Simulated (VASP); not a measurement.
# SrCl2: single point with PBEsol

The system is SrCl2.

```
CELL_PARAMETERS angstrom
4.38041 0.00000 0.00000
-2.19020 3.79355 0.00000
0.00000 0.00000 6.07847
ATOMIC_POSITIONS crystal
Sr 0.00000 0.00000 0.00000
Cl 0.33333 0.66667 0.23045
Cl 0.66667 0.33333 0.77284
```

This cell differs from its parent crystal: atom 2 (Cl) moved 0.02 Å along z.

| Quantity | Value |
| --- | --- |
| Program | VASP 6.6.1 |
| Task | single point |
| Functional | PBEsol |
| Potentials or basis | VASP PAW PBE potentials, release 64 (Sr_sv, Cl) |
| Cutoff | 520 eV |
| k mesh | 8 × 8 × 6 |
| Occupations | gaussian, width 0.05 eV |
| Spin | no spin polarisation |

```
Pressure               : 0.0 GPa
Largest force          : 0.045 eV/Å
Band gap on the k mesh : 5.24 eV, direct
```

Forces on the atoms (eV/Å):
```
Sr   0.000  0.000  0.045
Cl   0.000  0.000 -0.033
Cl   0.000  0.000 -0.012
```

Levels at points of the mesh, in eV from the valence-band top:
```
           k point  band 8  band 9  band 10  band 11  band 12  band 13  band 14  band 15  band 16  band 17
(0.00, 0.00, 0.00)   -1.27   -1.27    -0.33    -0.33     0.00     5.24     6.73     6.73     7.60     7.66
(0.50, 0.00, 0.00)   -0.97   -0.88    -0.79    -0.66    -0.64     5.70     7.18     8.06     8.30     8.80
(0.00, 0.00, 0.50)   -1.22   -1.22    -0.64    -0.40    -0.40     6.45     6.61     6.61     7.11     7.87
(0.50, 0.00, 0.50)   -1.28   -1.00    -0.67    -0.52    -0.26     6.07     7.59     7.93     8.23     8.40
```

It took 2.4 min on 1 thread of Oxide Virtual Turin-like Processor, with other jobs on the host, peak memory 0.25 GiB.

Caveat: the cell differs from its parent crystal (atom 2 (Cl) moved 0.02 Å along z); the PAW data sets were made with another functional, which shifts forces and pressure a little. A k mesh can miss the band edges.
